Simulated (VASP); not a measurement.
# Al18H in VASP: further runs

Al18H is run at these levels: PBEsol; tasks: single point.

Program: VASP 6.6.1. These are calculated values, not measurements. Logs are shortened: lines on timing, memory, paths and dates and some standing lists are left out, and cuts for length are marked.

**1. The cell of the first run**

The cell holds a slab with vacuum, 19 atoms: a = 5.728 Å, b = 8.591 Å, c = 17.677 Å, α = 90.00°, β = 90.00°, γ = 60.00°.

**2. Single point, PBEsol**

Input file INCAR:

```
  PREC = Accurate
  ENCUT = 520
  EDIFF = 1E-7
  ISMEAR = -1
  SIGMA = 0.1
  LREAL = Auto
  LASPH = T
  NELM = 80
  ALGO = Normal
  ISIF = 2
  LWAVE = F
  LCHARG = F
  GGA = PS
  NBANDS = 42
```

Input file KPOINTS:

```
Automatic mesh
0
Gamma
  3 2 1
```

Input file POSCAR:

```
Al18H
1.0
    5.7275650000      0.0000000000      0.0000000000
    4.2956740000      7.4403250000      0.0000000000
    0.0000000000      0.0000000000     17.6765370000
Al H
18 1
Direct
    0.1666665958      0.1111111410      0.0565722234
    0.6666666831      0.1111111410      0.0565722234
    0.1666667458      0.4444444295      0.0565722234
    0.6666666585      0.4444444295      0.0565722234
    0.1666666204      0.7777778524      0.0565722234
    0.6666667077      0.7777778524      0.0565722234
   -0.1592860974      0.2232500596      0.1857341175
    0.3333475077      0.2271961238      0.1881835792
   -0.1592057025      0.5587030136      0.1883551626
    0.3391791922      0.5591402257      0.1887977266
   -0.1663063982      0.8968086744      0.1865085339
    0.3403170280      0.8915974773      0.1871445182
    0.0078216838     -0.0034998471      0.3193730763
    0.4940476070      0.0074007520      0.3198946717
   -0.0105912397      0.3295303633      0.3189566486
    0.5208183260      0.3222519178      0.3173287845
   -0.0146863988      0.6861049753      0.3176790793
    0.5115541388      0.6705572673      0.3190029246
    0.2270167932      0.4873934942      0.3673279444
```

Potentials or basis: VASP PAW PBE potentials, release 64 (Al, H).

Run with:

```
> cat potpaw_PBE.64/Al/POTCAR potpaw_PBE.64/H/POTCAR > POTCAR
> mpirun -np 1 vasp_std > vasp.out
```

OUTCAR:

```text
PREC = Accurate
   ENCUT = 520
   EDIFF = 1E-7
   ISMEAR = -1
   LREAL = Auto
   LASPH = T
   NELM = 80
   ISIF = 2
   GGA = PS

 ion  position               nearest neighbor table
   1  0.167  0.111  0.057-   7 2.80  12 2.83   2 2.86   4 2.86   5 2.86   3 2.86   6 2.86   2 2.86
                             8 2.88
   2  0.667  0.111  0.057-  11 2.80   7 2.85   8 2.85   1 2.86   4 2.86   3 2.86   5 2.86   6 2.86
                             1 2.86
   3  0.167  0.444  0.057-   8 2.83   9 2.84   4 2.86   2 2.86   1 2.86   5 2.86   6 2.86   4 2.86
                            10 2.90
   4  0.667  0.444  0.057-   7 2.81  10 2.85   3 2.86   2 2.86   1 2.86   5 2.86   3 2.86   6 2.86
                             9 2.89
   5  0.167  0.778  0.057-  11 2.83  10 2.85   6 2.86   2 2.86   1 2.86   3 2.86   4 2.86   6 2.86
                            12 2.87
   6  0.667  0.778  0.057-  12 2.82   9 2.84   5 2.86   2 2.86   1 2.86   3 2.86   5 2.86   4 2.86
                            11 2.87
   7  0.841  0.223  0.186-   1 2.80  15 2.81   4 2.81  16 2.82  11 2.82   8 2.84   2 2.85  12 2.86
                            10 2.88   9 2.88   8 2.89  13 2.90
   8  0.333  0.227  0.188-  16 2.81   3 2.83   9 2.83   7 2.84  14 2.85  11 2.85   2 2.85  12 2.86
                            10 2.87  15 2.87   1 2.88   7 2.89
   9  0.841  0.559  0.188-  18 2.83  17 2.83   8 2.83   3 2.84   6 2.84  10 2.86  12 2.86  10 2.87
[... 4 lines left out ...]
                            12 2.88   9 2.88  14 2.90  10 2.90
  12  0.340  0.892  0.187-   6 2.82   1 2.83  11 2.85  18 2.85  14 2.85   7 2.86  10 2.86  13 2.86
                             9 2.86   8 2.86   5 2.87  11 2.88
  13  0.008  0.997  0.319-  17 2.73  16 2.79  15 2.81  14 2.83  18 2.84  11 2.85  12 2.86  14 2.90
                             7 2.90
  14  0.494  0.007  0.320-  16 2.79  17 2.79  15 2.83  13 2.83  18 2.85   8 2.85  12 2.85  13 2.90
                            11 2.90
  15  0.989  0.330  0.319-  16 2.72   7 2.81  13 2.81  14 2.83  18 2.84   9 2.87   8 2.87  16 3.01
                            17 3.05
  16  0.521  0.322  0.317-  19 1.80  15 2.72  14 2.79  13 2.79   8 2.81   7 2.82  10 2.88  18 2.97
                            15 3.01  17 3.10
  17  0.985  0.686  0.318-  19 1.80  13 2.73  18 2.78  14 2.79  11 2.80   9 2.83  10 2.88  18 2.95
                            15 3.05  16 3.10
  18  0.512  0.671  0.319-  17 2.78   9 2.83  15 2.84  13 2.84  14 2.85  10 2.85  12 2.85  17 2.95
                            16 2.97
  19  0.227  0.487  0.367-  17 1.80  16 1.80

  LATTYP: Found a simple monoclinic cell.
 ALAT       =     5.7275650000
 B/A-ratio  =     3.0862219809
 C/A-ratio  =     1.3228756151
 COS(beta)  =    -0.1889822093

  Lattice vectors:

 A1 = (   5.7275650000,   0.0000000000,   0.0000000000)
 A2 = (   0.0000000000,   0.0000000000, -17.6765370000)
 A3 = (  -1.4318910000,   7.4403250000,   0.0000000000)

Analysis of symmetry for initial positions (statically):
=====================================================================
 Subroutine PRICEL returns:
 Original cell was already a primitive cell.

 Routine SETGRP: Setting up the symmetry group for a
 simple monoclinic supercell.

 Subroutine GETGRP returns: Found  1 space group operations
 (whereof  1 operations were pure point group operations)
 out of a pool of  4 trial point group operations.

The static configuration has the point symmetry C_1 .

Analysis of symmetry for dynamics (positions and initial velocities):
=====================================================================
 Subroutine PRICEL returns:
 Original cell was already a primitive cell.

 Routine SETGRP: Setting up the symmetry group for a
 simple monoclinic supercell.

 Subroutine GETGRP returns: Found  1 space group operations
 (whereof  1 operations were pure point group operations)
 out of a pool of  4 trial point group operations.

The dynamic configuration has the point symmetry C_1 .

 Subroutine INISYM returns: Found  1 space group operations
 (whereof  1 operations are pure point group operations),
 and found     1 'primitive' translations

----------------------------------------------------------------------------------------

                                     Primitive cell

  volume of cell :     753.2847

  direct lattice vectors                    reciprocal lattice vectors
     5.727565000  0.000000000  0.000000000     0.174594265 -0.100802054  0.000000000
     4.295674000  7.440325000  0.000000000     0.000000000  0.134402731  0.000000000
     0.000000000  0.000000000 17.676537000     0.000000000  0.000000000  0.056572167

  length of vectors
     5.727565000  8.591347462 17.676537000     0.201604096  0.134402731  0.056572167

  position of ions in fractional coordinates (direct lattice)
     0.166666596  0.111111141  0.056572223
     0.666666683  0.111111141  0.056572223
     0.166666746  0.444444430  0.056572223
     0.666666658  0.444444430  0.056572223
     0.166666620  0.777777852  0.056572223
     0.666666708  0.777777852  0.056572223
[... 11 lines left out ...]
     0.511554139  0.670557267  0.319002925
     0.227016793  0.487393494  0.367327944

[... 35 lines left out ...]
     0.000000000  0.000000000  0.056572167     0.000000000  0.000000000  1.000000000

  Length of vectors
     0.067201365  0.067201366  0.056572167

  Shift w.r.t. Gamma in fractional coordinates (k-lattice)
     0.000000000  0.000000000  0.000000000

 -----------------------------------------------------------------------------
|                                                                             |
|           W    W    AA    RRRRR   N    N  II  N    N   GGGG   !!!           |
|           W    W   A  A   R    R  NN   N  II  NN   N  G    G  !!!           |
|           W    W  A    A  R    R  N N  N  II  N N  N  G       !!!           |
|           W WW W  AAAAAA  RRRRR   N  N N  II  N  N N  G  GGG   !            |
|           WW  WW  A    A  R   R   N   NN  II  N   NN  G    G                |
|           W    W  A    A  R    R  N    N  II  N    N   GGGG   !!!           |
|                                                                             |
|     Your reciprocal lattice and k-lattice belong to different lattice       |
|     classes:                                                                |
|                                                                             |
|        The reciprocal lattice is simple monoclinic,                         |
|        whereas your k-lattice is hexagonal.                                 |
|                                                                             |
|     Results are often still useful ...                                      |
|                                                                             |
 -----------------------------------------------------------------------------

 Subroutine IBZKPT returns following result:
 ===========================================

 Found      4 irreducible k-points:

 Following reciprocal coordinates:
            Coordinates               Weight
  0.000000  0.000000  0.000000      1.000000
  0.333333  0.000000  0.000000      2.000000
  0.000000  0.500000  0.000000      1.000000
  0.333333  0.500000  0.000000      2.000000
   k-points           NKPTS =      4   k-points in BZ     NKDIM =      4   number of bands    NBANDS=     42
   number of dos      NEDOS =    301   number of ions     NIONS =     19
   total plane-waves  NPLWV = 430080
   dimension x,y,z NGX =    48 NGY =   64 NGZ =  140
   dimension x,y,z NGXF=    96 NGYF=  128 NGZF=  280
   ions per type =              18   1
   NGX,Y,Z   is equivalent  to a cutoff of  13.93, 12.38, 13.17 a.u.
   NGXF,Y,Z  is equivalent  to a cutoff of  27.86, 24.77, 26.33 a.u.
 SYSTEM =  unknown system
   PREC   = accura    normal or accurate (medium, high low for compatibility)
   ISTART =      0    job   : 0-new  1-cont  2-samecut
   ICHARG =      2    charge: 1-file 2-atom 10-const
   ISPIN  =      1    spin polarized calculation?
   LNONCOLLINEAR =      F non collinear calculations
   LSORBIT =      F    spin-orbit coupling
   LASPH  =      T    aspherical Exc in radial PAW
   ENCUT  =  520.0 eV  38.22 Ry    6.18 a.u.  10.65 15.97 32.87*2*pi/ulx,y,z
   NELM   =     80;   NELMIN=  2; NELMDL= -5     # of ELM steps
   EDIFF  = 0.1E-06   stopping-criterion for ELM
   LREAL  =      T    real-space projection
   EDIFFG = 0.1E-05   stopping-criterion for IOM
   NSW    =      0    number of steps for IOM
   IBRION =     -1    ionic relax: 0-MD 1-quasi-New 2-CG
   NFREE  =      0    steps in history (QN), initial steepest desc. (CG)
   ISIF   =      2    stress and relaxation
   ISYM   =      2    0-nonsym 1-usesym 2-fastsym
   POTIM  = 0.5000    time-step for ionic-motion
   TEBEG  =    0.0;   TEEND  =   0.0 temperature during run
   PSTRESS=    0.0 pullay stress
   NELECT =      55.0000    total number of electrons
   NUPDOWN=      -1.0000    fix difference up-down
   EMIN   =  10.00;   EMAX   =-10.00  energy-range for DOS
   EFERMI =   0.00;   METHOD = LEGACY
   ISMEAR =    -1;   SIGMA  =   0.10  broadening in eV -4-tet -1-fermi 0-gaus
   EFERMI_NEDOS =   21; number of points for ismear=-14 and -15
   IALGO  =     38    algorithm
   IMIX   =      4    mixing-type and parameters
     AMIX     =   0.40;   BMIX     =  1.00
     AMIX_MAG =   1.60;   BMIX_MAG =  1.00
  volume/ion in A,a.u.               =      39.65       267.55
  Fermi-wavevector in a.u.,A,eV,Ry     =   0.684241  1.293029  6.370061  0.468186
  Thomas-Fermi vector in A             =   1.763838
   LORBIT       =      0    0 simple, 1 ext, 2 COOP (PROOUT), +10 PAW based schemes
   GGA     = PS    functional components
   LHFCALC =     F    Hartree Fock is set to
   AEXX    =    0.0000 exact exchange contribution
   IVDW    =     0    specifies the selected vdW correction
   LEPSILON=     F    determine dielectric tensor
   LRPA    =     F    only Hartree local field effects (RPA)
 non-spin polarized calculation
  energy-cutoff  :      520.00
  volume of cell :      753.28
 maximum number of plane-waves:     20332
 NGX is ok and might be reduce to    42
   NGX = 21   NGY = 31   NGZ = 65

 number of electron      55.0000000 magnetization

 Free energy of the ion-electron system (eV)
  ---------------------------------------------------
  ext. energy  EPLUGINS =         0.00000000
  ---------------------------------------------------
  free energy    TOTEN  =       -72.31270992 eV

  energy without entropy =      -71.94382724  energy(sigma->0) =      -72.12826858

 E-fermi :   0.5792     XC(G=0):  -5.0440

 val. band max:        0.5413103958   @ k =   0.0000   0.5000   0.0000
 cond. band min:       0.5899417066   @ k =   0.3333   0.0000   0.0000
 fundamental gap:      0.0486313108
 Fermi energy:         0.5792483344

 k-point     1 :       0.0000    0.0000    0.0000
  band No.  band energies     occupation
      1      -9.7976      2.00000
      2      -8.1684      2.00000
      3      -7.1833      2.00000
      4      -7.1525      2.00000
      5      -6.0420      2.00000
      6      -5.4516      2.00000
[... 157 lines left out ...]
     38       3.0647      0.00000
     39       3.1112      0.00000
 [bands above 39 left out]

------------------------ aborting loop because EDIFF is reached ----------------------------------------

  FORCE on cell =-STRESS in cart. coord.  units (eV):
  Direction    XX          YY          ZZ          XY          YZ          ZX
  --------------------------------------------------------------------------------------
  -------------------------------------------------------------------------------------
  Total       -7.0606978     -7.4002988     -0.0342650      0.1471070     -0.4006944     -0.5609611
  in kB      -15.0175501    -15.7398546     -0.0728790      0.3128851     -0.8522455     -1.1931202
  external PRESSURE =     -10.2767612 kB  Pullay stress =       0.0000000 kB

 VOLUME and BASIS-vectors are now :
 -----------------------------------------------------------------------------
  energy-cutoff  :      520.00
  volume of cell :      753.28
      direct lattice vectors                 reciprocal lattice vectors
     5.727565000  0.000000000  0.000000000     0.174594265 -0.100802054  0.000000000
     4.295674000  7.440325000  0.000000000     0.000000000  0.134402731  0.000000000
     0.000000000  0.000000000 17.676537000     0.000000000  0.000000000  0.056572167

 POSITION                                       TOTAL-FORCE (eV/Angst)
 -----------------------------------------------------------------------------------
      1.43189      0.82670      1.00000         0.014961     -0.044704     -0.076495
      4.29567      0.82670      1.00000         0.004346      0.020635     -0.063528
      2.86378      3.30681      1.00000         0.030562      0.023969      0.109695
      5.72757      3.30681      1.00000        -0.034845      0.033235      0.006314
      4.29567      5.78692      1.00000         0.062223     -0.019311      0.024757
      7.15946      5.78692      1.00000        -0.008338      0.049040      0.001324
[... 11 lines left out ...]
      5.81045      4.98916      5.63887         0.016845      0.007974     -0.002431
      3.39394      3.62637      6.49309        -0.183452     -0.110354     -0.003900
 -----------------------------------------------------------------------------------
    total drift:                               -0.001416     -0.009552     -0.001767

  FREE ENERGIE OF THE ION-ELECTRON SYSTEM (eV)
  ---------------------------------------------------
  free  energy   TOTEN  =       -72.3127099198 eV

  energy  without entropy=      -71.9438272366  energy(sigma->0) =      -72.12826858
```

Run time: 2.9 min. Hardware: 1 thread of Intel Xeon 6975P-C (Granite Rapids), shared host; peak memory 0.79 GiB.

Results:

```
Free energy            : -72.3127 eV
Largest force          : 0.214 eV/Å
Band gap on the k mesh : zero (an odd number of electrons rules out a gap without spin polarisation)
```

Forces on the atoms (eV/Å):
```
Al   0.015 -0.045 -0.076
Al   0.004  0.021 -0.064
Al   0.031  0.024  0.110
Al  -0.035  0.033  0.006
Al   0.062 -0.019  0.025
Al  -0.008  0.049  0.001
Al   0.008  0.002 -0.009
Al   0.005  0.005  0.003
Al   0.008  0.000  0.003
Al   0.008  0.002  0.007
Al   0.005  0.001 -0.003
Al   0.005  0.003  0.001
Al   0.007  0.001  0.000
Al   0.006  0.008 -0.003
Al   0.001 -0.003  0.002
Al   0.019  0.010 -0.002
Al   0.027  0.011  0.005
Al   0.017  0.008 -0.002
H   -0.183 -0.110 -0.004
```

Levels at points of the mesh, in eV from the Fermi level:
```tsv
k point	band 25	band 26	band 27	band 28	band 29	band 30
(0.00, 0.00, 0.00)	-0.32	-0.23	-0.14	-0.04	0.07	0.11
(0.00, 0.50, 0.00)	-0.68	-0.24	-0.19	-0.17	-0.04	0.01
```

Caveat: the k points lie up to 0.42 Å⁻¹ apart, too coarse for converged energies and pressures of a metal; the PAW data sets were made with another functional, which shifts forces and pressure a little.

**3. Single point, PBEsol**

Input file INCAR:

```
  PREC = Accurate
  ENCUT = 520
  EDIFF = 1E-6
  ISMEAR = -1
  SIGMA = 0.1
  LREAL = Auto
  LASPH = True
  NELM = 100
  ALGO = Normal
  ISIF = 2
  LWAVE = False
  LCHARG = False
  GGA = PS
  NBANDS = 42
```

KPOINTS is that of step 2.

Input file POSCAR:

```
Al18H
1.0
    5.7275650000      0.0000000000      0.0000000000
    4.2956740000      7.4403250000      0.0000000000
    0.0000000000      0.0000000000     17.6765370000
Al H
18 1
Direct
    0.1666665958      0.1111111410      0.0565722234
    0.6666666831      0.1111111410      0.0565722234
    0.1666667458      0.4444444295      0.0565722234
    0.6666666585      0.4444444295      0.0565722234
    0.1666666204      0.7777778524      0.0565722234
    0.6666667077      0.7777778524      0.0565722234
   -0.1614267092      0.2221588439      0.1871442353
    0.3328690453      0.2251760508      0.1879968910
   -0.1628698971      0.5572841240      0.1878298334
    0.3362735812      0.5570830575      0.1880997958
   -0.1684684572      0.8957884232      0.1872239455
    0.3386116283      0.8906231919      0.1872430669
    0.0045015238     -0.0039082970      0.3195015517
    0.4913408471      0.0049171239      0.3205722931
   -0.0108164131      0.3311284117      0.3193077920
    0.5108062919      0.3208480812      0.3185834986
   -0.0221598879      0.6793325560      0.3177048197
    0.5028883036      0.6687121866      0.3198074374
    0.2879824040      0.5325124911      0.3677022824
```

Potentials or basis: VASP PAW PBE potentials, release 64 (Al, H).

Run with:

```
> cat potpaw_PBE.64/Al/POTCAR potpaw_PBE.64/H/POTCAR > POTCAR
> mpirun -np 1 vasp_std > vasp.out
```

Wall time 2.7 min (1 thread of Intel Xeon 6975P-C (Granite Rapids), shared host); peak memory 0.79 GiB.

It converged, with:

```yaml
Free_energy: -72.2101 eV
Largest_force: 0.113 eV/Å
Band_gap_on_the_k_mesh: zero (an odd number of electrons rules out a gap without spin polarisation)
```

Forces in eV/Å, atoms in the order of the input:
```
Al   0.066 -0.051 -0.076
Al  -0.066  0.021 -0.033
Al   0.053 -0.036  0.060
Al  -0.064  0.061  0.010
Al   0.078 -0.034  0.039
Al  -0.042  0.076 -0.018
Al   0.003  0.000 -0.004
Al   0.001  0.003  0.000
Al   0.004  0.002  0.003
Al   0.006  0.003  0.003
Al   0.000  0.000  0.000
Al   0.002  0.000 -0.002
Al   0.002 -0.006  0.002
Al  -0.001  0.001  0.001
Al  -0.004 -0.002  0.002
Al   0.000 -0.002  0.004
Al  -0.002  0.003  0.004
Al  -0.010 -0.006  0.006
H   -0.025 -0.034  0.000
```

Levels at points of the mesh, in eV from the Fermi level:
```tsv
k point	band 23	band 24	band 25	band 26	band 27	band 28	band 29	band 30	band 31	band 32
(0.00, 0.00, 0.00)	-0.92	-0.48	-0.31	-0.22	-0.13	-0.07	0.06	0.13	0.59	1.05
(0.00, 0.50, 0.00)	-1.53	-1.34	-0.66	-0.24	-0.19	-0.17	-0.09	0.00	1.03	1.25
```

Caveat: the k points lie up to 0.42 Å⁻¹ apart, too coarse for converged energies and pressures of a metal; the PAW data sets were made with another functional, which shifts forces and pressure a little.

[end of part 1 of 2]
